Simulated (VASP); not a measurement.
Runs of VASP 6.6.1 on Ga. The structure is that of space group I4/mmm (No. 139), or close to it. The cells are those of the table. 

```csv
cell,further INCAR settings,gap on the mesh (eV),pressure (GPa)
"a = 2.940 Å, angles 123.9, 123.9, 83.4°, 1 atom",ALGO = Fast; EDIFF = 1e-06; NBANDS = 12,none,3.7
"a = 3.050 Å, angles 123.4, 123.4, 84.2°, 1 atom",ALGO = Fast; EDIFF = 1e-07; NBANDS = 12,none,-3.4
"a = 2.946 Å, angles 124.9, 124.9, 81.7°, 1 atom",ALGO = Fast; EDIFF = 1e-07; NBANDS = 12,none,(a)
"a = 2.921 Å, angles 124.4, 124.4, 82.5°, 1 atom",ALGO = Fast; EDIFF = 1e-07; NBANDS = 12,none,6.2
"a = 3.030 Å, angles 123.9, 123.9, 83.4°, 1 atom",ALGO = Fast; EDIFF = 1e-07; NBANDS = 12,none,-2.0
"a = 2.965 Å, angles 124.4, 124.4, 82.5°, 1 atom",ALGO = Fast; EDIFF = 1e-06; NBANDS = 12,none,(b)
"a = 2.896 Å, angles 123.9, 123.9, 83.4°, 1 atom",ALGO = Fast; EDIFF = 1e-07; NBANDS = 12,none,7.5
"a = 3.075 Å, angles 123.9, 123.9, 83.4°, 1 atom",ALGO = Fast; EDIFF = 1e-07; NBANDS = 12,none,(c)
```

Alike in all rows: task single point; level PBEsol; potentials or basis VASP PAW PBE potentials, release 64 (Ga_d); no spin polarisation; k mesh 24 × 24 × 24; cutoff (eV) 520; smearing gaussian 0.15 eV.

Fill in the values left out.

(a) 5.0; (b) 2.6; (c) -4.0.

Caveats: the PAW data sets were made with another functional, which shifts forces and pressure a little; the cell stands under pressure (at least some runs); the cell stands under tension (at least some runs).

A k mesh can miss the band edges, and the runs leave out spin-orbit coupling on Ga.

A gap of «none» marks levels without a gap at the run's occupations.
